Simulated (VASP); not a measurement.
# BP (rocksalt type) (Fm-3m) in VASP: a series of runs, part 2 of 2

VASP 6.6.1.

## Step 5: Single point, r2SCAN (volume scaled by 0.88)

POSCAR

```
BP
1.0
    0.0000000000      2.0699100508      2.0699100508
    2.0699100508      0.0000000000      2.0699100508
    2.0699100508      2.0699100508      0.0000000000
B P
1 1
Direct
    0.0000000000      0.0000000000      0.0000000000
    0.5000000000      0.5000000000      0.5000000000
```

INCAR.step1

```
SYSTEM = BP
ALGO = Normal ; EDIFF = 1E-4
ENCUT = 520 ; GGA = PE
ISMEAR = -1 ; LASPH = .TRUE.
LCHARG = .FALSE. ; LREAL = .FALSE.
LWAVE = .TRUE. ; NBANDS = 11
NELM = 100 ; PREC = Accurate
SIGMA = 0.1
```

INCAR.step2

```
SYSTEM = BP
ALGO = Normal ; EDIFF = 1E-6
ENCUT = 520 ; ISIF = 2
ISMEAR = -1 ; ISTART = 1
LASPH = .TRUE. ; LCHARG = .FALSE.
LMIXTAU = .TRUE. ; LREAL = .FALSE.
LWAVE = .FALSE. ; METAGGA = R2SCAN
NBANDS = 11 ; NELM = 100
PREC = Accurate ; SIGMA = 0.1
```

KPOINTS

```
k-points
0
G
  17 17 17
  0 0 0
```

Potentials or basis: VASP PAW PBE potentials, release 64 (B, P).

Started as:

```console
$ cat potpaw_PBE.64/B/POTCAR potpaw_PBE.64/P/POTCAR > POTCAR
$ cp INCAR.step1 INCAR
$ mpirun -np 1 vasp_std > vasp.out
$ cp INCAR.step2 INCAR
$ mpirun -np 1 vasp_std > vasp.out
```

OUTCAR:

```text
SYSTEM = BP
   EDIFF = 1E-6
   ENCUT = 520
   ISIF = 2
   ISMEAR = -1
   ISTART = 1
   LASPH = .TRUE.
   LREAL = .FALSE.
   METAGGA = R2SCAN
   NELM = 100
   PREC = Accurate

 ion  position               nearest neighbor table
   1  0.000  0.000  0.000-   2 2.07   2 2.07   2 2.07   2 2.07   2 2.07   2 2.07
   2  0.500  0.500  0.500-   1 2.07   1 2.07   1 2.07   1 2.07   1 2.07   1 2.07

  LATTYP: Found a face centered cubic cell.
 ALAT       =     4.1398201016

  Lattice vectors:

 A1 = (   0.0000000000,   2.0699100508,   2.0699100508)
 A2 = (   2.0699100508,   0.0000000000,   2.0699100508)
 A3 = (   2.0699100508,   2.0699100508,   0.0000000000)

Analysis of symmetry for initial positions (statically):
=====================================================================
 Subroutine PRICEL returns:
 Original cell was already a primitive cell.

 Routine SETGRP: Setting up the symmetry group for a
 face centered cubic supercell.

 Subroutine GETGRP returns: Found 48 space group operations
 (whereof 48 operations were pure point group operations)
 out of a pool of 48 trial point group operations.

The static configuration has the point symmetry O_h .

Analysis of symmetry for dynamics (positions and initial velocities):
=====================================================================
 Subroutine PRICEL returns:
 Original cell was already a primitive cell.

 Routine SETGRP: Setting up the symmetry group for a
 face centered cubic supercell.

 Subroutine GETGRP returns: Found 48 space group operations
 (whereof 48 operations were pure point group operations)
 out of a pool of 48 trial point group operations.

The dynamic configuration has the point symmetry O_h .

 Subroutine INISYM returns: Found 48 space group operations
 (whereof 48 operations are pure point group operations),
 and found     1 'primitive' translations

----------------------------------------------------------------------------------------

[... 119 lines left out ...]
   AEXX    =    0.0000 exact exchange contribution
   IVDW    =     0    specifies the selected vdW correction
   LEPSILON=     F    determine dielectric tensor
   LRPA    =     F    only Hartree local field effects (RPA)
 non-spin polarized calculation
  energy-cutoff  :      520.00
  volume of cell :       17.74
 maximum number of plane-waves:       531
 NGX is ok and might be reduce to    24
   NGX = 11   NGY = 11   NGZ = 11

 number of electron       7.9999999 magnetization

 Free energy of the ion-electron system (eV)
  ---------------------------------------------------
  ext. energy  EPLUGINS =         0.00000000
  ---------------------------------------------------
  free energy    TOTEN  =       -14.70181838 eV

  energy without entropy =      -14.68066364  energy(sigma->0) =      -14.69124101

 E-fermi :  11.6173     XC(G=0): -13.2889

 val. band max:       11.6104567028   @ k =   0.4706   0.2353   0.0000
 cond. band min:      11.6368487627   @ k =   0.2353   0.1176   0.0000
 fundamental gap:      0.0263920599
 Fermi energy:        11.6172545726

 k-point     1 :       0.0000    0.0000    0.0000
  band No.  band energies     occupation
      1      -7.8012      2.00000
      2      11.6451      0.86169
      3      11.6451      0.86168
      4      11.6451      0.86168
      5      19.7341      0.00000
      6      19.7341      0.00000
      7      19.7341      0.00000
      8      21.1413      0.00000
      9      21.8814      0.00000
     10      21.8814      0.00000
     11      21.8814      0.00000
[... 309 lines left out ...]
 k-point    24 :      -0.1176    0.0588    0.0000
  band No.  band energies     occupation
      1      -7.2629      2.00000
      2       9.1405      2.00000
      3      10.4916      1.99997
      4      12.0369      0.02966
      5      17.7492      0.00000
      6      19.1792      0.00000
      7      19.8769      0.00000
      8      20.4302      0.00000
      9      21.0449      0.00000
     10      22.0089      0.00000
     11      23.2630      0.00000

 [... further k-points ...]

------------------------ aborting loop because EDIFF is reached ----------------------------------------

  FORCE on cell =-STRESS in cart. coord.  units (eV):
  Direction    XX          YY          ZZ          XY          YZ          ZX
  --------------------------------------------------------------------------------------
  -------------------------------------------------------------------------------------
  Total        2.7881396      2.7881396      2.7881396     -0.0000000      0.0000000      0.0000000
  in kB      251.8492627    251.8492627    251.8492627     -0.0000000      0.0000000      0.0000000
  external PRESSURE =     251.8492627 kB  Pullay stress =       0.0000000 kB

 VOLUME and BASIS-vectors are now :
 -----------------------------------------------------------------------------
  energy-cutoff  :      520.00
  volume of cell :       17.74
      direct lattice vectors                 reciprocal lattice vectors
     0.000000000  2.069910051  2.069910051    -0.241556390  0.241556390  0.241556390
     2.069910051  0.000000000  2.069910051     0.241556390 -0.241556390  0.241556390
     2.069910051  2.069910051  0.000000000     0.241556390  0.241556390 -0.241556390

 POSITION                                       TOTAL-FORCE (eV/Angst)
 -----------------------------------------------------------------------------------
      0.00000      0.00000      0.00000         0.000000      0.000000      0.000000
      2.06991      2.06991      2.06991         0.000000      0.000000      0.000000
 -----------------------------------------------------------------------------------
    total drift:                                0.000000     -0.000000     -0.000000

  FREE ENERGIE OF THE ION-ELECTRON SYSTEM (eV)
  ---------------------------------------------------
  free  energy   TOTEN  =       -14.7018183789 eV

  energy  without entropy=      -14.6806636364  energy(sigma->0) =      -14.69124101
```

OUTCAR.step1:

```text
SYSTEM = BP
   EDIFF = 1E-4
   ENCUT = 520
   GGA = PE
   ISMEAR = -1
   LASPH = .TRUE.
   LREAL = .FALSE.
[... 556 lines left out ...]
      0.00000      0.00000      0.00000        -0.000000      0.000000     -0.000000
      2.06991      2.06991      2.06991         0.000000     -0.000000      0.000000
 -----------------------------------------------------------------------------------
    total drift:                                0.000000     -0.000000     -0.000000

  FREE ENERGIE OF THE ION-ELECTRON SYSTEM (eV)
  ---------------------------------------------------
  free  energy   TOTEN  =       -10.6378909808 eV

  energy  without entropy=      -10.6150713947  energy(sigma->0) =      -10.62648119
```

It took 64 s on 1 thread of Intel Xeon 6975P-C, shared host; peak memory 0.16 GiB.

Results:

- Free energy: -14.7018 eV
- Pressure: 25.2 GPa
- Band gap on the k mesh: zero (band 4 reaches 13.07 eV, above the bottom of band 5 at 8.97 eV)

Levels at points of the mesh, in eV from the Fermi level:
| k point | band 1 | band 2 | band 3 | band 4 | band 5 | band 6 | band 7 | band 8 |
| --- | --- | --- | --- | --- | --- | --- | --- | --- |
| (0.00, 0.00, 0.00) | -19.42 | 0.03 | 0.03 | 0.03 | 8.12 | 8.12 | 8.12 | 9.52 |

Caveat: the PAW data sets were made with another functional, which shifts forces and pressure a little.

## Step 6: Summary

| cell | gap on the mesh (eV) | pressure (GPa) |
| --- | --- | --- |
| a = 2.632 Å, angles 60.0°, 2 atoms | none | 157.7 |
| a = 2.738 Å, angles 60.0°, 2 atoms | none | 94.3 |
| a = 2.836 Å, angles 60.0°, 2 atoms | none | 52.8 |
| a = 2.927 Å, angles 60.0°, 2 atoms | none | 25.2 |

Alike in all rows: task single point; level r2SCAN; potentials or basis VASP PAW PBE potentials, release 64 (B, P); no spin polarisation; k mesh 17 × 17 × 17; cutoff (eV) 520; smearing fermi-dirac 0.1 eV.

Caveats: the PAW data sets were made with another functional, which shifts forces and pressure a little.

Total energies depend on the potentials used, so only differences within one code and one set of settings carry meaning.
